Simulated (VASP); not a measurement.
Wanted: the native input for a VASP 6.6.1 run.

```
Task                   : single point
Functional             : PBEsol
Potentials or basis    : VASP PAW PBE potentials, release 64 (Mg)
Cutoff                 : 520 eV
k mesh                 : 18 × 18 × 18
Occupations            : gaussian, width 0.15 eV
Spin                   : no spin polarisation
Dipole correction      : no
Further INCAR settings : ALGO = Normal; EDIFF = 1e-06; NBANDS = 7
```

The structure of Mg lies in POSCAR:

```
Mg
1.0
    0.0000000000      2.2779198400      2.2442560000
    2.2779198400      0.0000000000      2.2442560000
    2.2779198400      2.2779198400      0.0000000000
Mg
1
Direct
    0.0000000000      0.0000000000      0.0000000000
```

This cell differs from its parent crystal: strain +0.0150 x Voigt [1, 1, 0, 0, 0, 0].

The input as run:

INCAR

```
SYSTEM = Mg
PREC = Accurate
ENCUT = 520
EDIFF = 1E-6
ISMEAR = 0
SIGMA = 0.15
LREAL = .FALSE.
LASPH = .TRUE.
NELM = 60
ALGO = Normal
ISIF = 2
LWAVE = .FALSE.
LCHARG = .FALSE.
GGA = PS
NBANDS = 7
```

KPOINTS

```
regular mesh
0
G
  18 18 18
  0 0 0
```

Potentials or basis: VASP PAW PBE potentials, release 64 (Mg).

Run with:

```console
$ cat potpaw_PBE.64/Mg/POTCAR > POTCAR
$ mpirun -np 1 vasp_std > vasp.out
```

It gave:

| Property | Result |
| --- | --- |
| Pressure | -1.0 GPa |
| Band gap on the k mesh | zero (bands 1 and 2 overlap by 2.48 eV) |

Caveat: the cell differs from its parent crystal (strain +0.0150 x Voigt [1, 1, 0, 0, 0, 0]); the PAW data sets were made with another functional, which shifts forces and pressure a little.

Run time: 62 s on 1 thread of Intel Xeon 8259CL, on a shared host, peak memory 0.2 GiB.
